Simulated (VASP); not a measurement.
# AgO3 (P6_3/mmc) in VASP: a series of runs, part 2 of 2

VASP 6.6.1. The steps go on from the part before.

### Step 3. Single point, PBE

This run uses another cell than the first one, of 12.97 Å³/atom.

INCAR

```
PREC     = Accurate       # precision mode
ENCUT    = 520            # plane-wave cutoff, eV
EDIFF    = 1E-6           # SCF threshold, eV
ISMEAR   = 0              # smearing method
SIGMA    = 0.1            # smearing width, eV
LREAL    = False          # projectors in reciprocal space
LASPH    = True           # aspherical terms in the spheres
NELM     = 60             # most SCF steps
ALGO     = Normal         # electronic algorithm
ISIF     = 2              # what is computed and relaxed
LWAVE    = False          # write WAVECAR
LCHARG   = True           # write CHGCAR
GGA      = PE             # functional
LELF     = True           # ELF
LVHAR    = True         
NBANDS   = 39             # bands
```

KPOINTS

```
Automatic mesh
0
Gamma
  6 6 4
```

POSCAR

```
AgO3
1.0
    4.2861143741      0.0000000000      0.0000000000
   -2.1430571870      3.7118839315      0.0000000000
    0.0000000000      0.0000000000      6.5197196436
Ag O
2 6
Direct
    0.3333333333      0.6666666667      0.2500000000
    0.6666666667      0.3333333333      0.7500000000
    0.8326754696      0.6653509392      0.2500000000
    0.1673245304      0.8326754696      0.7500000000
    0.3346490608      0.1673245304      0.2500000000
    0.1673245304      0.3346490608      0.7500000000
    0.8326754696      0.1673245304      0.2500000000
    0.6653509392      0.8326754696      0.7500000000
```

Potentials or basis: VASP PAW PBE potentials, release 64 (Ag, O).

On the command line:

```console
> cat potpaw_PBE.64/Ag/POTCAR potpaw_PBE.64/O/POTCAR > POTCAR
> mpirun -np 1 vasp_std > vasp.out
```

OUTCAR:

```text
PREC = Accurate
   ENCUT = 520
   EDIFF = 1E-6
   ISMEAR = 0
   LREAL = False
   LASPH = True
   NELM = 60
   ISIF = 2
   GGA = PE

 ion  position               nearest neighbor table
   1  0.333  0.667  0.250-   5 2.14   3 2.14   7 2.14   7 2.14   5 2.14   3 2.14
   2  0.667  0.333  0.750-   8 2.14   6 2.14   4 2.14   4 2.14   8 2.14   6 2.14
   3  0.833  0.665  0.250-   1 2.14   1 2.14
   4  0.167  0.833  0.750-   2 2.14   2 2.14
   5  0.335  0.167  0.250-   1 2.14   1 2.14
[... 1093 lines left out ...]
  -------------------------------------------------------------------------------------
  Total       -0.2282020     -0.2282020      0.0998168     -0.0000000      0.0000000      0.0000000
  in kB       -3.5248694     -3.5248694      1.5417969     -0.0000000      0.0000000      0.0000000
  external PRESSURE =      -1.8359806 kB  Pullay stress =       0.0000000 kB

 VOLUME and BASIS-vectors are now :
 -----------------------------------------------------------------------------
  energy-cutoff  :      520.00
  volume of cell :      103.73
      direct lattice vectors                 reciprocal lattice vectors
     4.286114374  0.000000000  0.000000000     0.233311553  0.134702488  0.000000000
    -2.143057187  3.711883932  0.000000000     0.000000000  0.269404976  0.000000000
     0.000000000  0.000000000  6.519719644     0.000000000  0.000000000  0.153380828

 POSITION                                       TOTAL-FORCE (eV/Angst)
 -----------------------------------------------------------------------------------
     -0.00000      2.47459      1.62993         0.000000      0.000000      0.000000
      2.14306      1.23729      4.88979         0.000000      0.000000      0.000000
      2.14306      2.46971      1.62993         0.000000      0.000052      0.000000
     -1.06730      3.09079      4.88979        -0.000045      0.000026     -0.000000
      1.07576      0.62109      1.62993        -0.000045     -0.000026     -0.000000
      0.00000      1.24218      4.88979        -0.000000     -0.000052     -0.000000
      3.21036      0.62109      1.62993         0.000045     -0.000026      0.000000
      1.06730      3.09079      4.88979         0.000045      0.000026      0.000000
 -----------------------------------------------------------------------------------
    total drift:                                0.000000     -0.000000      0.000000

  FREE ENERGIE OF THE ION-ELECTRON SYSTEM (eV)
  ---------------------------------------------------
  free  energy   TOTEN  =       -26.7707811865 eV

  energy  without entropy=      -26.7395796664  energy(sigma->0) =      -26.75518043
```

OSZICAR:

```text
N       E                     dE             d eps       ncg     rms          rms(c)
DAV:   1     0.423499358092E+03    0.42350E+03   -0.31614E+04  1638   0.145E+03
DAV:   2    -0.510989461162E+01   -0.42861E+03   -0.40756E+03  1905   0.342E+02
DAV:   3    -0.361840460962E+02   -0.31074E+02   -0.30089E+02  1834   0.940E+01
DAV:   4    -0.365462752825E+02   -0.36223E+00   -0.36148E+00  1736   0.110E+01
DAV:   5    -0.365498458103E+02   -0.35705E-02   -0.35701E-02  1869   0.103E+00    0.336E+01
DAV:   6    -0.490466071258E+02   -0.12497E+02   -0.32164E+02  1789   0.108E+02    0.695E+01
DAV:   7    -0.354758772186E+02    0.13571E+02   -0.21222E+01  1652   0.369E+01    0.337E+01
DAV:   8    -0.268505639450E+02    0.86253E+01   -0.19887E+01  1717   0.374E+01    0.631E+00
DAV:   9    -0.267809447499E+02    0.69619E-01   -0.27355E+00  1748   0.118E+01    0.275E+00
DAV:  10    -0.267844056788E+02   -0.34609E-02   -0.15820E-01  1743   0.225E+00    0.113E+00
DAV:  11    -0.267710546004E+02    0.13351E-01   -0.18850E-02  1849   0.152E+00    0.439E-01
DAV:  12    -0.267716523959E+02   -0.59780E-03   -0.20132E-02  1729   0.920E-01    0.263E-01
DAV:  13    -0.267707630844E+02    0.88931E-03   -0.31131E-03  1710   0.538E-01    0.805E-02
DAV:  14    -0.267707806583E+02   -0.17574E-04   -0.52822E-04  1673   0.168E-01    0.177E-02
DAV:  15    -0.267707813638E+02   -0.70547E-06   -0.14123E-05  1792   0.349E-02    0.104E-02
DAV:  16    -0.267707811865E+02    0.17730E-06   -0.59846E-07  1001   0.505E-03
   1 F= -.26770781E+02 E0= -.26755180E+02  d E =-.312015E-01
```

It took 2.2 min on 1 thread of Oxide Virtual Turin-like, shared host; peak memory 0.2 GiB.

Results:

```yaml
Free_energy: -26.7708 eV
Pressure: -0.2 GPa
Band_gap_on_the_k_mesh: zero (bands 29 and 30 overlap by 0.95 eV)
```

Stress tensor (GPa, compression positive):
```
-0.35  0.00  0.00
 0.00 -0.35  0.00
 0.00  0.00  0.15
```

Levels at points of the mesh, in eV from the Fermi level:
```csv
k point,band 26,band 27,band 28,band 29,band 30,band 31
"(0.00, 0.00, 0.00)",-0.54,-0.26,-0.26,0.09,0.11,1.80
"(0.50, 0.00, 0.00)",-1.12,-0.77,-0.58,-0.10,0.05,0.92
"(0.00, 0.00, 0.50)",-0.41,-0.41,-0.41,0.10,0.10,1.80
"(0.50, 0.00, 0.50)",-1.10,-0.58,-0.58,-0.04,-0.04,0.92
```
